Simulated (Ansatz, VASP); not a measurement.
# Ge: VASP beside Ansatz

```
Ge
1.0
    -0.11244    2.81091    2.73586
     2.81091   -0.11244    2.73586
     2.69848    2.69848    0.00000
Ge
2
Cartesian
  2.6985 2.6985 2.7359
  4.0477 4.0477 4.1038
```

Change from the starting cell: engineering shear strain xy -0.0800, normal strain along z -0.0267.

Alike in both runs: task single point; functional LDA; k mesh 14 × 14 × 14; occupations gaussian, width 0.15 eV; no spin polarisation.

|  | VASP | Ansatz |
| --- | --- | --- |
| version | VASP 6.6.1 | Ansatz 0.2.0 |
| potentials or method | VASP PAW LDA potentials, release 64 (Ge_d), cutoff 520 eV | scalar-relativistic, plane waves, PAW |
| valence electrons in the cell | 28 | 28 |

VASP gave:

| Property | Result |
| --- | --- |
| gap on the k mesh at the Fermi level (eV) | none |
| pressure (GPa) | 3.0 |
| traceless stress, the component that is largest in VASP (GPa) | 7.50 |
| rms of the force components (eV/Å) | 0.468 |

Q: What did Ansatz give for the same quantities?

A: gap on the k mesh at the Fermi level (eV): none; pressure (GPa): 2.9; traceless stress, the component that is largest in VASP (GPa): 7.43; rms of the force components (eV/Å): 0.462.

LDA's correlation is that of Perdew and Zunger in VASP and of Perdew and Wang (1992) in Ansatz. Atom by atom the forces differ by 0.006 eV/Å (rms over components). A gap of «none» marks a metal or a gap that the smearing closes.
